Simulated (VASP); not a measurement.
# Tl (Im-3m) in VASP: single point with LDA

Aim: the single point of Tl with LDA.

All numbers are computed with VASP 6.6.1; they aren't measurements. Logs are shortened: lines on timing, memory, paths and dates and some standing lists are left out, and cuts for length are marked.

### 1 The cell of the first run

The structure is cubic, space group Im-3m (No. 229). The conventional cell has a = 3.882 Å, b = 3.882 Å, c = 3.882 Å, α = 90.00°, β = 90.00°, γ = 90.00°. Tl (site symmetry m-3m) has 14 Tl at 3.36 to 3.88 Å within 4.4 Å.

### 2 Single point, LDA

The input, INCAR:

```
PREC     = Accurate       # precision mode
ENCUT    = 520            # plane-wave cutoff, eV
EDIFF    = 1E-7           # SCF threshold, eV
ISMEAR   = 0              # smearing method
SIGMA    = 0.15           # smearing width, eV
LREAL    = False          # projectors in reciprocal space
LASPH    = True           # aspherical terms in the spheres
NELM     = 100            # most SCF steps
ALGO     = Normal         # electronic algorithm
ISIF     = 2              # what is computed and relaxed
LWAVE    = False          # write WAVECAR
LCHARG   = True           # write CHGCAR
LELF     = True           # ELF
LVHAR    = True         
NBANDS   = 12             # bands
```

The input, KPOINTS:

```
Automatic mesh
0
Gamma
  5 5 5
```

The input, POSCAR:

```
Tl
1.0
    3.3619110263     -0.0000000186     -0.0000000322
   -1.1206369912      3.1696401188     -0.0000000322
   -1.1206369912     -1.5848200129      2.7449888906
Tl
1
Direct
    0.0000000000      0.0000000000      0.0000000000
```

Potentials or basis: VASP PAW LDA potentials, release 64 (Tl_d).

Started as:

```
cat potpaw_LDA.64/Tl_d/POTCAR > POTCAR
mpirun -np 1 vasp_std > vasp.out
```

OUTCAR:

```text
PREC = Accurate
   ENCUT = 520
   EDIFF = 1E-7
   ISMEAR = 0
   LREAL = False
   LASPH = True
   NELM = 100
   ISIF = 2

 ion  position               nearest neighbor table
   1  0.000  0.000  0.000-

  LATTYP: Found a body centered cubic cell.
 ALAT       =     3.8820004721

  Lattice vectors:

 A1 = (   3.3619110263,  -0.0000000186,  -0.0000000322)
 A2 = (  -1.1206369912,   3.1696401188,  -0.0000000322)
 A3 = (  -1.1206369912,  -1.5848200129,   2.7449888906)

Analysis of symmetry for initial positions (statically):
=====================================================================
 Subroutine PRICEL returns:
 Original cell was already a primitive cell.

 Routine SETGRP: Setting up the symmetry group for a
 body centered cubic supercell.

 Subroutine GETGRP returns: Found 48 space group operations
 (whereof 48 operations were pure point group operations)
 out of a pool of 48 trial point group operations.

The static configuration has the point symmetry O_h .

Analysis of symmetry for dynamics (positions and initial velocities):
=====================================================================
 Subroutine PRICEL returns:
 Original cell was already a primitive cell.

 Routine SETGRP: Setting up the symmetry group for a
 body centered cubic supercell.

 Subroutine GETGRP returns: Found 48 space group operations
 (whereof 48 operations were pure point group operations)
 out of a pool of 48 trial point group operations.

The dynamic configuration has the point symmetry O_h .

 Subroutine INISYM returns: Found 48 space group operations
 (whereof 48 operations are pure point group operations),
 and found     1 'primitive' translations

----------------------------------------------------------------------------------------

                                     Primitive cell

  volume of cell :      29.2507

  direct lattice vectors                    reciprocal lattice vectors
     3.361911026 -0.000000019 -0.000000032     0.297449873  0.105164411  0.182150098
    -1.120636991  3.169640119 -0.000000032     0.000000003  0.315493233  0.182150098
    -1.120636991 -1.584820013  2.744988891     0.000000003  0.000000005  0.364300204

  length of vectors
     3.361911026  3.361911026  3.361911026     0.364300204  0.364300204  0.364300204

  position of ions in fractional coordinates (direct lattice)
     0.000000000  0.000000000  0.000000000

  ion indices of the primitive-cell ions
   primitive index   ion index
                 1           1

----------------------------------------------------------------------------------------

 KPOINTS: Automatic mesh

Automatic generation of k-mesh.
 Grid dimensions read from file:
 generate k-points for:    5    5    5

 Generating k-lattice:

  Cartesian coordinates                     Fractional coordinates (reciprocal lattice)
     0.059489975  0.021032882  0.036430020     0.200000000 -0.000000000  0.000000000
     0.000000001  0.063098647  0.036430020     0.000000000  0.200000000  0.000000000
     0.000000001  0.000000001  0.072860041     0.000000000  0.000000000  0.200000000

  Length of vectors
     0.072860041  0.072860041  0.072860041

  Shift w.r.t. Gamma in fractional coordinates (k-lattice)
     0.000000000  0.000000000  0.000000000

 Subroutine IBZKPT returns following result:
 ===========================================

 Found     10 irreducible k-points:

 Following reciprocal coordinates:
            Coordinates               Weight
  0.000000  0.000000  0.000000      1.000000
  0.200000  0.000000  0.000000     12.000000
  0.400000  0.000000  0.000000     12.000000
  0.200000  0.200000  0.000000     24.000000
  0.400000  0.200000 -0.000000     24.000000
  0.200000  0.200000  0.200000      8.000000
 -0.200000  0.200000  0.200000      6.000000
 -0.400000  0.400000  0.200000     24.000000
 -0.400000 -0.400000  0.200000      8.000000
 -0.400000  0.400000  0.400000      6.000000
   k-points           NKPTS =     10   k-points in BZ     NKDIM =     10   number of bands    NBANDS=     12
   number of dos      NEDOS =    301   number of ions     NIONS =      1
   total plane-waves  NPLWV =  21952
   dimension x,y,z NGX =    28 NGY =   28 NGZ =   28
   dimension x,y,z NGXF=    56 NGYF=   56 NGZF=   56
   ions per type =               1
   NGX,Y,Z   is equivalent  to a cutoff of  13.85, 13.85, 13.85 a.u.
   NGXF,Y,Z  is equivalent  to a cutoff of  27.69, 27.69, 27.69 a.u.
 SYSTEM =  unknown system
   PREC   = accura    normal or accurate (medium, high low for compatibility)
   ISTART =      0    job   : 0-new  1-cont  2-samecut
   ICHARG =      2    charge: 1-file 2-atom 10-const
   ISPIN  =      1    spin polarized calculation?
   LNONCOLLINEAR =      F non collinear calculations
   LSORBIT =      F    spin-orbit coupling
   LASPH  =      T    aspherical Exc in radial PAW
   ENCUT  =  520.0 eV  38.22 Ry    6.18 a.u.   6.25  6.25  6.25*2*pi/ulx,y,z
   NELM   =    100;   NELMIN=  2; NELMDL= -5     # of ELM steps
   EDIFF  = 0.1E-06   stopping-criterion for ELM
   LREAL  =      F    real-space projection
   EDIFFG = 0.1E-05   stopping-criterion for IOM
   NSW    =      0    number of steps for IOM
   IBRION =     -1    ionic relax: 0-MD 1-quasi-New 2-CG
   NFREE  =      0    steps in history (QN), initial steepest desc. (CG)
   ISIF   =      2    stress and relaxation
   ISYM   =      2    0-nonsym 1-usesym 2-fastsym
   POTIM  = 0.5000    time-step for ionic-motion
   TEBEG  =    0.0;   TEEND  =   0.0 temperature during run
   PSTRESS=    0.0 pullay stress
   NELECT =      13.0000    total number of electrons
   NUPDOWN=      -1.0000    fix difference up-down
   EMIN   =  10.00;   EMAX   =-10.00  energy-range for DOS
   EFERMI =   0.00;   METHOD = LEGACY
   ISMEAR =     0;   SIGMA  =   0.15  broadening in eV -4-tet -1-fermi 0-gaus
   EFERMI_NEDOS =   21; number of points for ismear=-14 and -15
   IALGO  =     38    algorithm
   IMIX   =      4    mixing-type and parameters
     AMIX     =   0.40;   BMIX     =  1.00
     AMIX_MAG =   1.60;   BMIX_MAG =  1.00
  volume/ion in A,a.u.               =      29.25       197.39
  Fermi-wavevector in a.u.,A,eV,Ry     =   1.249330  2.360891 21.236306  1.560824
  Thomas-Fermi vector in A             =   2.383375
   LORBIT       =      0    0 simple, 1 ext, 2 COOP (PROOUT), +10 PAW based schemes
   GGA     = CA    functional components
   LHFCALC =     F    Hartree Fock is set to
   AEXX    =    0.0000 exact exchange contribution
   IVDW    =     0    specifies the selected vdW correction
   LEPSILON=     F    determine dielectric tensor
   LRPA    =     F    only Hartree local field effects (RPA)
 non-spin polarized calculation
 Gauss-broadening in eV      SIGMA  =   0.15
  energy-cutoff  :      520.00
  volume of cell :       29.25
 maximum number of plane-waves:       802
 NGX is ok and might be reduce to    28
   NGX = 13   NGY = 13   NGZ = 13

 number of electron      13.0000002 magnetization

 Free energy of the ion-electron system (eV)
  ---------------------------------------------------
  ext. energy  EPLUGINS =         0.00000000
  ---------------------------------------------------
  free energy    TOTEN  =        -2.87994571 eV

  energy without entropy =       -2.86141590  energy(sigma->0) =       -2.87068081

 E-fermi :   5.9912     XC(G=0): -10.3921

 val. band max:        5.9320751384   @ k =  -0.4000   0.4000   0.2000
 cond. band min:       6.1326123529   @ k =  -0.4000  -0.4000   0.2000
 fundamental gap:      0.2005372145
 Fermi energy:         5.9912019602

 k-point     1 :       0.0000    0.0000    0.0000
  band No.  band energies     occupation
      1      -5.5262      2.00000
      2      -5.5262      2.00000
      3      -5.5262      2.00000
      4      -5.1095      2.00000
      5      -5.1095      2.00000
      6      -3.8562      2.00000
      7      16.5776      0.00000
      8      16.5776      0.00000
      9      16.5776      0.00000
     10      18.3558      0.00000
     11      18.3558      0.00000
     12      18.3558      0.00000

 k-point     2 :       0.2000    0.0000    0.0000
  band No.  band energies     occupation
      1      -5.5876      2.00000
      2      -5.5155      2.00000
      3      -5.3015      2.00000
      4      -5.1619      2.00000
      5      -5.1100      2.00000
      6      -2.9423      2.00000
      7      11.1319      0.00000
      8      14.3510      0.00000
      9      15.0287      0.00000
     10      16.9212      0.00000
     11      17.8054      0.00000
     12      18.9367      0.00000

 k-point     3 :       0.4000    0.0000    0.0000
  band No.  band energies     occupation
      1      -5.6852      2.00000
      2      -5.6396      2.00000
      3      -5.1481      2.00000
      4      -5.1085      2.00000
      5      -4.9084      2.00000
      6      -0.2270      2.00000
      7       5.0615      2.00000
      8      12.0575      0.00000
      9      13.3505      0.00000
     10      16.1381      0.00000
     11      17.2946      0.00000
     12      21.4816      0.00000
[... 76 lines left out ...]
 k-point     9 :      -0.4000   -0.4000    0.2000
  band No.  band energies     occupation
      1      -5.5017      2.00000
      2      -5.5017      2.00000
      3      -5.3801      2.00000
      4      -4.9740      2.00000
      5      -4.9740      2.00000
      6       2.3448      2.00000
      7       6.1326      0.18246
      8       6.1326      0.18246
      9      12.4890      0.00000
     10      15.7452      0.00000
     11      15.7452      0.00000
     12      19.3075      0.00000

 k-point    10 :      -0.4000    0.4000    0.4000
  band No.  band energies     occupation
      1      -5.6610      2.00000
      2      -5.6119      2.00000
      3      -4.9982      2.00000
      4      -4.9982      2.00000
      5      -4.9644      2.00000
      6       2.7417      2.00000
      7       7.7866      0.00000
      8       8.0449      0.00000
      9       8.0449      0.00000
     10      12.7882      0.00000
     11      14.7542      0.00000
     12      23.6704      0.00000

------------------------ aborting loop because EDIFF is reached ----------------------------------------

  FORCE on cell =-STRESS in cart. coord.  units (eV):
  Direction    XX          YY          ZZ          XY          YZ          ZX
  --------------------------------------------------------------------------------------
  -------------------------------------------------------------------------------------
  Total       -0.3005791     -0.3005791     -0.3005791     -0.0000000     -0.0000000     -0.0000000
  in kB      -16.4638935    -16.4638935    -16.4638935     -0.0000000     -0.0000000     -0.0000000
  external PRESSURE =     -16.4638935 kB  Pullay stress =       0.0000000 kB

 VOLUME and BASIS-vectors are now :
 -----------------------------------------------------------------------------
  energy-cutoff  :      520.00
  volume of cell :       29.25
      direct lattice vectors                 reciprocal lattice vectors
     3.361911026 -0.000000019 -0.000000032     0.297449873  0.105164411  0.182150098
    -1.120636991  3.169640119 -0.000000032     0.000000003  0.315493233  0.182150098
    -1.120636991 -1.584820013  2.744988891     0.000000003  0.000000005  0.364300204

 POSITION                                       TOTAL-FORCE (eV/Angst)
 -----------------------------------------------------------------------------------
      0.00000      0.00000      0.00000        -0.000000      0.000000      0.000000
 -----------------------------------------------------------------------------------
    total drift:                               -0.000000      0.000000     -0.000000

  FREE ENERGIE OF THE ION-ELECTRON SYSTEM (eV)
  ---------------------------------------------------
  free  energy   TOTEN  =        -2.8799457137 eV

  energy  without entropy=       -2.8614159046  energy(sigma->0) =       -2.87068081
```

Run time: 12 s. Hardware: 1 thread of Intel Xeon 8259CL, shared host; peak memory 0.13 GiB.

Results:

```yaml
Free_energy: -2.8799 eV
Pressure: -1.6 GPa
```

Levels at points of the mesh, in eV from the Fermi level:
```
           k point  band 3  band 4  band 5  band 6  band 7  band 8  band 9  band 10
(0.00, 0.00, 0.00)  -11.52  -11.10  -11.10   -9.85   10.59   10.59   10.59    12.36
```

Caveat: the k points lie up to 0.46 Å⁻¹ apart; spin-orbit coupling is left out, which moves the levels of the heavy elements.
